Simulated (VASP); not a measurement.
# Pt (Pm-3m) in VASP: relaxation of cell and atoms with PBE

Aim: the relaxation of cell and atoms of Pt with PBE.

Program: VASP 6.6.1. These are calculated values, not measurements. Logs are shortened: lines on timing, memory, paths and dates and some standing lists are left out, and cuts for length are marked.

## 1. The cell of the first run

The structure is cubic, space group Pm-3m (No. 221). Conventional cell: a = 2.412 Å, b = 2.412 Å, c = 2.412 Å, α = 90.00°, β = 90.00°, γ = 90.00°. Pt (site symmetry m-3m) has 6 Pt at 2.41 Å within 3.2 Å.

## 2. Relaxation of cell and atoms, PBE, target pressure 92 GPa, at which the enthalpy is minimised

File INCAR:

```
  PREC = Accurate
  ENCUT = 600
  EDIFF = 1E-6
  ISMEAR = -1
  SIGMA = 0.05
  LREAL = False
  LASPH = True
  NELM = 60
  ALGO = Normal
  ISIF = 3
  LWAVE = False
  LCHARG = False
  GGA = PE
  IBRION = 2
  NSW = 32
  EDIFFG = -0.005
  PSTRESS = 920.0
```

File KPOINTS:

```
Automatic mesh
0
Gamma
  16 16 16
```

File POSCAR:

```
Pt
1.0
    2.4119297642      0.0000000000      0.0000000000
    0.0000000000      2.4119297642      0.0000000000
    0.0000000000      0.0000000000      2.4119297642
Pt
1
Direct
    0.0000000000      0.0000000000      0.0000000000
```

Potentials or basis: VASP PAW PBE potentials, release 64 (Pt).

On the command line:

```sh
> cat potpaw_PBE.64/Pt/POTCAR > POTCAR
> mpirun -np 1 vasp_std > vasp.out
```

OUTCAR:

```text
PREC = Accurate
   ENCUT = 600
   EDIFF = 1E-6
   ISMEAR = -1
   LREAL = False
   LASPH = True
   NELM = 60
   ISIF = 3
   GGA = PE
   IBRION = 2
   NSW = 32
   EDIFFG = -0.005
   PSTRESS = 920.0

 ion  position               nearest neighbor table
   1  0.000  0.000  0.000-

  LATTYP: Found a simple cubic cell.
 ALAT       =     2.4119297642

  Lattice vectors:

 A1 = (   2.4119297642,   0.0000000000,   0.0000000000)
 A2 = (   0.0000000000,   2.4119297642,   0.0000000000)
 A3 = (   0.0000000000,   0.0000000000,   2.4119297642)

Analysis of symmetry for initial positions (statically):
=====================================================================
 Subroutine PRICEL returns:
 Original cell was already a primitive cell.

 Routine SETGRP: Setting up the symmetry group for a
 simple cubic supercell.

 Subroutine GETGRP returns: Found 48 space group operations
 (whereof 48 operations were pure point group operations)
 out of a pool of 48 trial point group operations.

The static configuration has the point symmetry O_h .

Analysis of symmetry for dynamics (positions and initial velocities):
=====================================================================
 Subroutine PRICEL returns:
 Original cell was already a primitive cell.

 Routine SETGRP: Setting up the symmetry group for a
 simple cubic supercell.

 Subroutine GETGRP returns: Found 48 space group operations
 (whereof 48 operations were pure point group operations)
 out of a pool of 48 trial point group operations.

The dynamic configuration has the point symmetry O_h .

 Subroutine INISYM returns: Found 48 space group operations
 (whereof 48 operations are pure point group operations),
 and found     1 'primitive' translations

----------------------------------------------------------------------------------------

                                     Primitive cell

  volume of cell :      14.0312

  direct lattice vectors                    reciprocal lattice vectors
     2.411929764  0.000000000  0.000000000     0.414605771  0.000000000  0.000000000
     0.000000000  2.411929764  0.000000000     0.000000000  0.414605771  0.000000000
     0.000000000  0.000000000  2.411929764     0.000000000  0.000000000  0.414605771

  length of vectors
     2.411929764  2.411929764  2.411929764     0.414605771  0.414605771  0.414605771

  position of ions in fractional coordinates (direct lattice)
     0.000000000  0.000000000  0.000000000

  ion indices of the primitive-cell ions
   primitive index   ion index
                 1           1

----------------------------------------------------------------------------------------

 KPOINTS: Automatic mesh

Automatic generation of k-mesh.
 Grid dimensions read from file:
 generate k-points for:   16   16   16

 Generating k-lattice:

  Cartesian coordinates                     Fractional coordinates (reciprocal lattice)
     0.025912861  0.000000000  0.000000000     0.062500000  0.000000000  0.000000000
     0.000000000  0.025912861  0.000000000     0.000000000  0.062500000  0.000000000
     0.000000000  0.000000000  0.025912861     0.000000000  0.000000000  0.062500000

  Length of vectors
     0.025912861  0.025912861  0.025912861

  Shift w.r.t. Gamma in fractional coordinates (k-lattice)
     0.000000000  0.000000000  0.000000000

 Subroutine IBZKPT returns following result:
 ===========================================

 Found    165 irreducible k-points:

 Following reciprocal coordinates:
            Coordinates               Weight
  0.000000  0.000000  0.000000      1.000000
  0.062500  0.000000  0.000000      6.000000
  0.125000  0.000000  0.000000      6.000000
  0.187500  0.000000  0.000000      6.000000
  0.250000  0.000000  0.000000      6.000000
  0.312500  0.000000  0.000000      6.000000
[... 16 lines left out ...]
  0.437500  0.125000  0.000000     24.000000
  0.500000  0.125000  0.000000     12.000000
 [... further k-points ...]
   k-points           NKPTS =    165   k-points in BZ     NKDIM =    165   number of bands    NBANDS=      9
   number of dos      NEDOS =    301   number of ions     NIONS =      1
   total plane-waves  NPLWV =   8000
   dimension x,y,z NGX =    20 NGY =   20 NGZ =   20
   dimension x,y,z NGXF=    40 NGYF=   40 NGZF=   40
   ions per type =               1
   NGX,Y,Z   is equivalent  to a cutoff of  13.79, 13.79, 13.79 a.u.
   NGXF,Y,Z  is equivalent  to a cutoff of  27.57, 27.57, 27.57 a.u.
 SYSTEM =  unknown system
   PREC   = accura    normal or accurate (medium, high low for compatibility)
   ISTART =      0    job   : 0-new  1-cont  2-samecut
   ICHARG =      2    charge: 1-file 2-atom 10-const
   ISPIN  =      1    spin polarized calculation?
   LNONCOLLINEAR =      F non collinear calculations
   LSORBIT =      F    spin-orbit coupling
   LASPH  =      T    aspherical Exc in radial PAW
   ENCUT  =  600.0 eV  44.10 Ry    6.64 a.u.   4.82  4.82  4.82*2*pi/ulx,y,z
   NELM   =     60;   NELMIN=  2; NELMDL= -5     # of ELM steps
   EDIFF  = 0.1E-05   stopping-criterion for ELM
   LREAL  =      F    real-space projection
   EDIFFG = -.5E-02   stopping-criterion for IOM
   NSW    =     32    number of steps for IOM
   IBRION =      2    ionic relax: 0-MD 1-quasi-New 2-CG
   NFREE  =      1    steps in history (QN), initial steepest desc. (CG)
   ISIF   =      3    stress and relaxation
   ISYM   =      2    0-nonsym 1-usesym 2-fastsym
   POTIM  = 0.5000    time-step for ionic-motion
   TEBEG  =    0.0;   TEEND  =   0.0 temperature during run
   PSTRESS=  920.0 pullay stress
   NELECT =      10.0000    total number of electrons
   NUPDOWN=      -1.0000    fix difference up-down
   EMIN   =  10.00;   EMAX   =-10.00  energy-range for DOS
   EFERMI =   0.00;   METHOD = LEGACY
   ISMEAR =    -1;   SIGMA  =   0.05  broadening in eV -4-tet -1-fermi 0-gaus
   EFERMI_NEDOS =   21; number of points for ismear=-14 and -15
   IALGO  =     38    algorithm
   IMIX   =      4    mixing-type and parameters
     AMIX     =   0.40;   BMIX     =  1.00
     AMIX_MAG =   1.60;   BMIX_MAG =  1.00
  volume/ion in A,a.u.               =      14.03        94.69
  Fermi-wavevector in a.u.,A,eV,Ry     =   1.462324  2.763391 29.094569  2.138390
  Thomas-Fermi vector in A             =   2.578551
   LORBIT       =      0    0 simple, 1 ext, 2 COOP (PROOUT), +10 PAW based schemes
   GGA     = PE    functional components
   LHFCALC =     F    Hartree Fock is set to
   AEXX    =    0.0000 exact exchange contribution
   IVDW    =     0    specifies the selected vdW correction
   LEPSILON=     F    determine dielectric tensor
   LRPA    =     F    only Hartree local field effects (RPA)
 conjugate gradient relaxation of ions
 non-spin polarized calculation
  energy-cutoff  :      600.00
  volume of cell :       14.03
 maximum number of plane-waves:       480
 NGX is ok and might be reduce to    20
   NGX =  9   NGY =  9   NGZ =  9

--------------------------------------- Ionic step        1  -------------------------------------------

 number of electron      10.0000001 magnetization

 Free energy of the ion-electron system (eV)
  ---------------------------------------------------
  ext. energy  EPLUGINS =         0.00000000
  ---------------------------------------------------
  free energy    TOTEN  =        -4.77114285 eV

  energy without entropy =       -4.76279194  energy(sigma->0) =       -4.76696739

------------------------ aborting loop because EDIFF is reached ----------------------------------------

  FORCE on cell =-STRESS in cart. coord.  units (eV):
  Direction    XX          YY          ZZ          XY          YZ          ZX
  --------------------------------------------------------------------------------------
  -------------------------------------------------------------------------------------
  Total        7.9793073      7.9793073      7.9793073      0.0000000      0.0000000     -0.0000000
  in kB      911.1330498    911.1330498    911.1330498      0.0000000      0.0000000     -0.0000000
  external PRESSURE =      -8.8669502 kB  Pullay stress =     920.0000000 kB
[... 59 lines left out ...]
  enthalpy is  TOTEN    =         3.2882749762 eV   P V=        7.9667504265

--------------------------------------- Ionic step        3  -------------------------------------------

 number of electron      10.0000001 magnetization

 Free energy of the ion-electron system (eV)
  ---------------------------------------------------
  ext. energy  EPLUGINS =         0.00000000
  ---------------------------------------------------
  free energy    TOTEN  =        -4.75929864 eV

  energy without entropy =       -4.75095495  energy(sigma->0) =       -4.75512679

 E-fermi :  12.8567     XC(G=0): -13.7777

 val. band max:       12.8548797493   @ k =   0.4375   0.3750   0.0625
 cond. band min:      12.8785084173   @ k =   0.3750   0.3750   0.2500
 fundamental gap:      0.0236286680
 Fermi energy:        12.8567030042

 k-point     1 :       0.0000    0.0000    0.0000
  band No.  band energies     occupation
      1       1.8388      2.00000
      2       4.6879      2.00000
      3       4.6879      2.00000
      4      13.3814      0.00006
      5      13.3814      0.00006
      6      13.3814      0.00006
      7      29.3331      0.00000
      8      29.3331      0.00000
      9      29.3331      0.00000
[... 265 lines left out ...]
 k-point    24 :       0.5000    0.1250    0.0000
  band No.  band energies     occupation
      1       5.3660      2.00000
      2       6.2753      2.00000
      3       8.1029      2.00000
      4      10.1415      2.00000
      5      13.0277      0.06338
      6      13.1820      0.00298
      7      19.1375      0.00000
      8      29.6734      0.00000
      9      33.2599      0.00000

 [... further k-points ...]
[... 5 lines left out ...]
  --------------------------------------------------------------------------------------
  -------------------------------------------------------------------------------------
  Total        8.0492343      8.0492343      8.0492343      0.0000000      0.0000000     -0.0000000
  in kB      920.4778530    920.4778530    920.4778530      0.0000000      0.0000000     -0.0000000
  external PRESSURE =       0.4778530 kB  Pullay stress =     920.0000000 kB
[... 16 lines left out ...]
  FREE ENERGIE OF THE ION-ELECTRON SYSTEM (eV)
  ---------------------------------------------------
  free  energy   TOTEN  =        -4.7592986410 eV

  energy  without entropy=       -4.7509549485  energy(sigma->0) =       -4.75512679

  enthalpy is  TOTEN    =         3.2857570439 eV   P V=        8.0450556848

 reached required accuracy - stopping structural energy minimisation
```

Run time: 14 s. Hardware: 1 thread of Intel Xeon 6975P-C (Granite Rapids), shared host; peak memory 0.15 GiB.

Results:

| Item | Value |
| --- | --- |
| Free energy | -4.7593 eV |
| Relaxed volume | 14.01 Å³/atom |
| Relaxed cell | a = 2.411 Å, b = 2.411 Å, c = 2.411 Å, α = 90.00°, β = 90.00°, γ = 90.00° |
| Space group after relaxing (to 0.05 Å) | Pm-3m (No. 221) |
| Energy change on relaxing (the enthalpy is what falls) | +11.8 meV/atom |
| Ionic steps | 3 |
| Pressure after relaxing | 92.0 GPa |
| Band gap on the k mesh | zero (band 5 reaches 16.06 eV, above the bottom of band 6 at 11.24 eV) |

Step by step:
| step | energy change (eV) | largest force (eV/Å) | pressure (GPa) | volume (Å³) |
| --- | --- | --- | --- | --- |
| 1 | 0.0000 | 0.0000 | 91.11 | 14.03 |
| 2 | 0.0927 | 0.0000 | 97.96 | 13.87 |
| 3 | 0.0118 | 0.0000 | 92.05 | 14.01 |

Final structure:
```
CELL_PARAMETERS angstrom
2.41074 0.00000 0.00000
0.00000 2.41074 0.00000
0.00000 0.00000 2.41074
ATOMIC_POSITIONS crystal
Pt 0.00000 0.00000 0.00000
```

Caveat: the cell is relaxed towards a set pressure, so the enthalpy falls and the energy may rise; spin-orbit coupling is left out, which moves the levels of the heavy elements.
